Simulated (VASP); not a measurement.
# TaN (P-62m) in VASP: notebook

Runs on TaN. Level: PBE. Tasks: single point.

All numbers are computed with VASP 6.6.1; they aren't measurements. Logs are shortened: lines on timing, memory, paths and dates and some standing lists are left out, and cuts for length are marked.

**1. The cell of the first run**

Symmetry: P-62m, No. 189, hexagonal system. The conventional cell has a = 5.075 Å, b = 5.075 Å, c = 2.854 Å, α = 90.00°, β = 90.00°, γ = 120.00°. Within 2.7 Å of Ta (site symmetry -62m) lie 3 N at 2.01 Å. Ta (site symmetry -6) has 6 N at 2.11 Å within 2.8 Å. Within 2.7 Å of N (site symmetry m2m) lie 5 Ta at 2.01 to 2.11 Å and 4 N at 2.70 Å.

**2. Single point, PBE**

Input file INCAR:

```
SYSTEM = TaN
  PREC = Accurate
  ENCUT = 520
  EDIFF = 1E-6
  ISMEAR = -1
  SIGMA = 0.05
  LREAL = .False.
  LASPH = .True.
  NELM = 100
  ALGO = Normal
  ISIF = 2
  LWAVE = .False.
  LCHARG = .False.
  GGA = PE
  NBANDS = 33
```

Input file KPOINTS:

```
Automatic mesh
0
Gamma
  6 6 9
  0 0 0
```

Input file POSCAR:

```
TaN
1.0
    5.0747037307      0.0000000000      0.0000000000
   -2.5373518654      4.3948223475      0.0000000000
    0.0000000000      0.0000000000      2.8544087369
Ta N
3 3
Direct
    0.0000000000      0.0000000000      0.0000000000
    0.6666666667      0.3333333333      0.5000000000
    0.3333333333      0.6666666667      0.5000000000
    0.0000000000      0.3960507946      0.0000000000
    0.6039492054      0.6039492054      0.0000000000
    0.3960507946      0.0000000000      0.0000000000
```

Potentials or basis: VASP PAW PBE potentials, release 64 (Ta_pv, N).

Run with:

```sh
cat potpaw_PBE.64/Ta_pv/POTCAR potpaw_PBE.64/N/POTCAR > POTCAR
mpirun -np 1 vasp_std > vasp.out
```

OUTCAR:

```text
SYSTEM = TaN
   PREC = Accurate
   ENCUT = 520
   EDIFF = 1E-6
   ISMEAR = -1
   LREAL = .False.
   LASPH = .True.
   NELM = 100
   ISIF = 2
   GGA = PE

 ion  position               nearest neighbor table
   1  0.000  0.000  0.000-   6 2.01   5 2.01   4 2.01   3 3.26   2 3.26   2 3.26   3 3.26   2 3.26
                             2 3.26   3 3.26   3 3.26   2 3.26   2 3.26   3 3.26   3 3.26
   2  0.667  0.333  0.500-   4 2.11   4 2.11   6 2.11   6 2.11   5 2.11   5 2.11   3 2.93   3 2.93
                             3 2.93   1 3.26   1 3.26   1 3.26   1 3.26   1 3.26   1 3.26
   3  0.333  0.667  0.500-   6 2.11   6 2.11   4 2.11   4 2.11   5 2.11   5 2.11   2 2.93   2 2.93
                             2 2.93   1 3.26   1 3.26   1 3.26   1 3.26   1 3.26   1 3.26
   4  0.000  0.396  0.000-   1 2.01   2 2.11   2 2.11   3 2.11   3 2.11
   5  0.604  0.604  0.000-   1 2.01   3 2.11   3 2.11   2 2.11   2 2.11
   6  0.396  0.000  0.000-   1 2.01   3 2.11   3 2.11   2 2.11   2 2.11

  LATTYP: Found a hexagonal cell.
 ALAT       =     5.0747037307
 C/A-ratio  =     0.5624779078

  Lattice vectors:

 A1 = (   5.0747037307,   0.0000000000,   0.0000000000)
 A2 = (  -2.5373518654,   4.3948223475,   0.0000000000)
 A3 = (   0.0000000000,   0.0000000000,   2.8544087369)

Analysis of symmetry for initial positions (statically):
=====================================================================
 Subroutine PRICEL returns:
 Original cell was already a primitive cell.

 Routine SETGRP: Setting up the symmetry group for a
 hexagonal supercell.

 Subroutine GETGRP returns: Found 12 space group operations
 (whereof 12 operations were pure point group operations)
 out of a pool of 24 trial point group operations.

The static configuration has the point symmetry D_3h.

Analysis of symmetry for dynamics (positions and initial velocities):
=====================================================================
 Subroutine PRICEL returns:
 Original cell was already a primitive cell.

 Routine SETGRP: Setting up the symmetry group for a
 hexagonal supercell.

 Subroutine GETGRP returns: Found 12 space group operations
 (whereof 12 operations were pure point group operations)
 out of a pool of 24 trial point group operations.

The dynamic configuration has the point symmetry D_3h.

 Subroutine INISYM returns: Found 12 space group operations
 (whereof 12 operations are pure point group operations),
 and found     1 'primitive' translations

----------------------------------------------------------------------------------------

                                     Primitive cell

  volume of cell :      63.6602

  direct lattice vectors                    reciprocal lattice vectors
     5.074703731  0.000000000  0.000000000     0.197055839  0.113770242  0.000000000
    -2.537351865  4.394822347  0.000000000     0.000000000  0.227540483  0.000000000
     0.000000000  0.000000000  2.854408737     0.000000000  0.000000000  0.350335251

  length of vectors
     5.074703731  5.074703731  2.854408737     0.227540483  0.227540483  0.350335251

  position of ions in fractional coordinates (direct lattice)
     0.000000000  0.000000000  0.000000000
     0.666666667  0.333333333  0.500000000
     0.333333333  0.666666667  0.500000000
     0.000000000  0.396050795  0.000000000
     0.603949205  0.603949205  0.000000000
     0.396050795  0.000000000  0.000000000

  ion indices of the primitive-cell ions
   primitive index   ion index
                 1           1
                 2           2
                 3           3
                 4           4
                 5           5
                 6           6

----------------------------------------------------------------------------------------

 KPOINTS: Automatic mesh

Automatic generation of k-mesh.
 Grid dimensions read from file:
 generate k-points for:    6    6    9

 Generating k-lattice:

  Cartesian coordinates                     Fractional coordinates (reciprocal lattice)
     0.032842640  0.018961707  0.000000000     0.166666667  0.000000000  0.000000000
     0.000000000  0.037923414  0.000000000     0.000000000  0.166666667  0.000000000
     0.000000000  0.000000000  0.038926139     0.000000000  0.000000000  0.111111111

  Length of vectors
     0.037923414  0.037923414  0.038926139

  Shift w.r.t. Gamma in fractional coordinates (k-lattice)
     0.000000000  0.000000000  0.000000000

 Subroutine IBZKPT returns following result:
 ===========================================

 Found     35 irreducible k-points:

 Following reciprocal coordinates:
            Coordinates               Weight
  0.000000  0.000000  0.000000      1.000000
  0.166667  0.000000  0.000000      6.000000
  0.333333  0.000000  0.000000      6.000000
  0.500000  0.000000  0.000000      3.000000
  0.166667  0.166667  0.000000      6.000000
  0.333333  0.166667  0.000000     12.000000
[... 16 lines left out ...]
  0.166667  0.000000  0.333333     12.000000
  0.333333  0.000000  0.333333     12.000000
 [... further k-points ...]
   k-points           NKPTS =     35   k-points in BZ     NKDIM =     35   number of bands    NBANDS=     33
   number of dos      NEDOS =    301   number of ions     NIONS =      6
   total plane-waves  NPLWV =  38400
   dimension x,y,z NGX =    40 NGY =   40 NGZ =   24
   dimension x,y,z NGXF=    80 NGYF=   80 NGZF=   48
   ions per type =               3   3
   NGX,Y,Z   is equivalent  to a cutoff of  13.10, 13.10, 13.98 a.u.
   NGXF,Y,Z  is equivalent  to a cutoff of  26.21, 26.21, 27.96 a.u.
 SYSTEM =  TaN
   PREC   = accura    normal or accurate (medium, high low for compatibility)
   ISTART =      0    job   : 0-new  1-cont  2-samecut
   ICHARG =      2    charge: 1-file 2-atom 10-const
   ISPIN  =      1    spin polarized calculation?
   LNONCOLLINEAR =      F non collinear calculations
   LSORBIT =      F    spin-orbit coupling
   LASPH  =      T    aspherical Exc in radial PAW
   ENCUT  =  520.0 eV  38.22 Ry    6.18 a.u.   9.44  9.44  5.31*2*pi/ulx,y,z
   NELM   =    100;   NELMIN=  2; NELMDL= -5     # of ELM steps
   EDIFF  = 0.1E-05   stopping-criterion for ELM
   LREAL  =      F    real-space projection
   EDIFFG = 0.1E-04   stopping-criterion for IOM
   NSW    =      0    number of steps for IOM
   IBRION =     -1    ionic relax: 0-MD 1-quasi-New 2-CG
   NFREE  =      0    steps in history (QN), initial steepest desc. (CG)
   ISIF   =      2    stress and relaxation
   ISYM   =      2    0-nonsym 1-usesym 2-fastsym
   POTIM  = 0.5000    time-step for ionic-motion
   TEBEG  =    0.0;   TEEND  =   0.0 temperature during run
   PSTRESS=    0.0 pullay stress
   NELECT =      48.0000    total number of electrons
   NUPDOWN=      -1.0000    fix difference up-down
   EMIN   =  10.00;   EMAX   =-10.00  energy-range for DOS
   EFERMI =   0.00;   METHOD = LEGACY
   ISMEAR =    -1;   SIGMA  =   0.05  broadening in eV -4-tet -1-fermi 0-gaus
   EFERMI_NEDOS =   21; number of points for ismear=-14 and -15
   IALGO  =     38    algorithm
   IMIX   =      4    mixing-type and parameters
     AMIX     =   0.40;   BMIX     =  1.00
     AMIX_MAG =   1.60;   BMIX_MAG =  1.00
  volume/ion in A,a.u.               =      10.61        71.60
  Fermi-wavevector in a.u.,A,eV,Ry     =   1.490044  2.815775 30.208091  2.220232
  Thomas-Fermi vector in A             =   2.602876
   LORBIT       =      0    0 simple, 1 ext, 2 COOP (PROOUT), +10 PAW based schemes
   GGA     = PE    functional components
   LHFCALC =     F    Hartree Fock is set to
   AEXX    =    0.0000 exact exchange contribution
   IVDW    =     0    specifies the selected vdW correction
   LEPSILON=     F    determine dielectric tensor
   LRPA    =     F    only Hartree local field effects (RPA)
 non-spin polarized calculation
  energy-cutoff  :      520.00
  volume of cell :       63.66
 maximum number of plane-waves:      1751
 NGX is ok and might be reduce to    40
   NGX = 19   NGY = 19   NGZ = 11

 number of electron      47.9999997 magnetization

 Free energy of the ion-electron system (eV)
  ---------------------------------------------------
  ext. energy  EPLUGINS =         0.00000000
  ---------------------------------------------------
  free energy    TOTEN  =       -66.98122056 eV

  energy without entropy =      -66.97583715  energy(sigma->0) =      -66.97852885

 E-fermi :   9.0588     XC(G=0): -13.3716

 val. band max:        9.0006931071   @ k =   0.1667   0.0000   0.3333
 cond. band min:       9.1066932835   @ k =   0.1667   0.0000   0.2222
 fundamental gap:      0.1060001764
 Fermi energy:         9.0588315428

 k-point     1 :       0.0000    0.0000    0.0000
  band No.  band energies     occupation
      1     -27.1795      2.00000
      2     -27.1795      2.00000
      3     -26.7556      2.00000
      4     -26.7556      2.00000
      5     -26.5213      2.00000
      6     -26.3767      2.00000
[... 25 lines left out ...]
     32      12.5663      0.00000
     33      12.5663      0.00000

 k-point     2 :       0.1667    0.0000    0.0000
  band No.  band energies     occupation
      1     -27.2121      2.00000
      2     -27.1738      2.00000
      3     -26.7163      2.00000
      4     -26.7100      2.00000
      5     -26.5121      2.00000
      6     -26.3851      2.00000
[... 25 lines left out ...]
     32      12.5938      0.00000
     33      12.7844      0.00000

 k-point     3 :       0.3333    0.0000    0.0000
  band No.  band energies     occupation
      1     -27.2655      2.00000
      2     -27.1171      2.00000
      3     -26.7276      2.00000
      4     -26.6264      2.00000
      5     -26.4888      2.00000
      6     -26.4066      2.00000
[... 25 lines left out ...]
     32      13.2680      0.00000
     33      13.3262      0.00000

 k-point     4 :       0.5000    0.0000    0.0000
  band No.  band energies     occupation
      1     -27.2884      2.00000
      2     -27.0413      2.00000
      3     -26.8163      2.00000
      4     -26.5841      2.00000
      5     -26.4702      2.00000
      6     -26.4242      2.00000
[... 673 lines left out ...]
     32      12.9449      0.00000
     33      13.5948      0.00000

 k-point    23 :       0.1667    0.0000    0.3333
  band No.  band energies     occupation
      1     -27.3251      2.00000
      2     -27.1120      2.00000
      3     -27.0504      2.00000
      4     -27.0144      2.00000
      5     -26.5881      2.00000
      6     -26.5587      2.00000
[... 25 lines left out ...]
     32      12.9384      0.00000
     33      14.1142      0.00000

 k-point    24 :       0.3333    0.0000    0.3333
  band No.  band energies     occupation
      1     -27.3080      2.00000
      2     -27.1513      2.00000
      3     -27.0799      2.00000
      4     -26.9645      2.00000
      5     -26.6326      2.00000
      6     -26.5141      2.00000
[... 25 lines left out ...]
     32      13.1755      0.00000
     33      14.6616      0.00000

 [... further k-points ...]
[... 5 lines left out ...]
  --------------------------------------------------------------------------------------
  -------------------------------------------------------------------------------------
  Total       12.3715787     12.3715787     12.3132852     -0.0000000      0.0000000     -0.0000000
  in kB      311.3633746    311.3633747    309.8962660     -0.0000000      0.0000000     -0.0000000
  external PRESSURE =     310.8743384 kB  Pullay stress =       0.0000000 kB

 VOLUME and BASIS-vectors are now :
 -----------------------------------------------------------------------------
  energy-cutoff  :      520.00
  volume of cell :       63.66
      direct lattice vectors                 reciprocal lattice vectors
     5.074703731  0.000000000  0.000000000     0.197055839  0.113770242  0.000000000
    -2.537351865  4.394822347  0.000000000     0.000000000  0.227540483  0.000000000
     0.000000000  0.000000000  2.854408737     0.000000000  0.000000000  0.350335251

 POSITION                                       TOTAL-FORCE (eV/Angst)
 -----------------------------------------------------------------------------------
      0.00000      0.00000      0.00000         0.000000      0.000000      0.000000
      2.53735      1.46494      1.42720         0.000000      0.000000      0.000000
     -0.00000      2.92988      1.42720         0.000000      0.000000      0.000000
     -1.00492      1.74057      0.00000        -0.005427      0.009400      0.000000
      1.53243      2.65425      0.00000        -0.005427     -0.009400      0.000000
      2.00984      0.00000      0.00000         0.010855      0.000000     -0.000000
 -----------------------------------------------------------------------------------
    total drift:                               -0.000000     -0.000001     -0.000000

  FREE ENERGIE OF THE ION-ELECTRON SYSTEM (eV)
  ---------------------------------------------------
  free  energy   TOTEN  =       -66.9812205600 eV

  energy  without entropy=      -66.9758371491  energy(sigma->0) =      -66.97852885
```

Wall time 28 s (1 thread of Intel Xeon 6975P-C (Granite Rapids), shared host); peak memory 0.21 GiB.

Results:

| Property | Result |
| --- | --- |
| Free energy | -66.9812 eV |
| Pressure | 31.1 GPa |
| Largest force | 0.011 eV/Å |
| Band gap on the k mesh | zero (band 24 reaches 10.87 eV, above the bottom of band 25 at 7.71 eV) |

Forces on the atoms (eV/Å):
```
Ta   0.000  0.000  0.000
Ta   0.000  0.000  0.000
Ta   0.000  0.000  0.000
N   -0.005  0.009  0.000
N   -0.005 -0.009  0.000
N    0.011  0.000  0.000
```

Caveat: spin-orbit coupling is left out, which moves the levels of the heavy elements.

(Part 1 of 3 ends here.)
